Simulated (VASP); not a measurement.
A run of VASP 6.6.1:

The input INCAR:

```
SYSTEM = AlRu
ALGO     = Fast           ! electronic algorithm
EDIFF    = 1E-6           ! SCF threshold, eV
ENCUT    = 520            ! plane-wave cutoff, eV
GGA      = PS             ! functional
ISIF     = 2              ! what is computed and relaxed
ISMEAR   = 0              ! smearing method
LASPH    = .TRUE.         ! aspherical terms in the spheres
LCHARG   = .FALSE.        ! write CHGCAR
LREAL    = .FALSE.        ! projectors in reciprocal space
LWAVE    = .FALSE.        ! write WAVECAR
NBANDS   = 25             ! bands
NELM     = 60             ! most SCF steps
PREC     = Accurate       ! precision mode
SIGMA    = 0.15           ! smearing width, eV
```

Contents of KPOINTS:

```
k-points
0
G
  16 16 8
  0 0 0
```

The input POSCAR:

```
AlRu
1.0
    2.9763250904      0.0000000000      0.0000000000
    0.0000000000      2.9763250904      0.0000000000
    0.0000000000      0.0000000000      5.9526501809
Al Ru
2 2
Direct
    0.0000000000      0.0000000000     -0.0122634453
    0.0000000000      0.0000000000      0.5122634453
    0.5000000000      0.5000000000      0.2500000000
    0.5000000000      0.5000000000      0.7500000000
```

Potentials or basis: VASP PAW PBE potentials, release 64 (Al, Ru_pv).

The run is started by

```sh
$ cat potpaw_PBE.64/Al/POTCAR potpaw_PBE.64/Ru_pv/POTCAR > POTCAR
$ mpirun -np 1 vasp_std > vasp.out
```

Hardware: 1 thread of Intel(R) Xeon(R) 6975P-C (Granite Rapids) (shared host).

Problem. How long does it take, and how much memory?

Solution. It took 2.3 min on 1 thread of Intel(R) Xeon(R) 6975P-C (Granite Rapids), on a shared host, peak memory 0.35 GiB. Counts: scf iterations 15, k points 225.
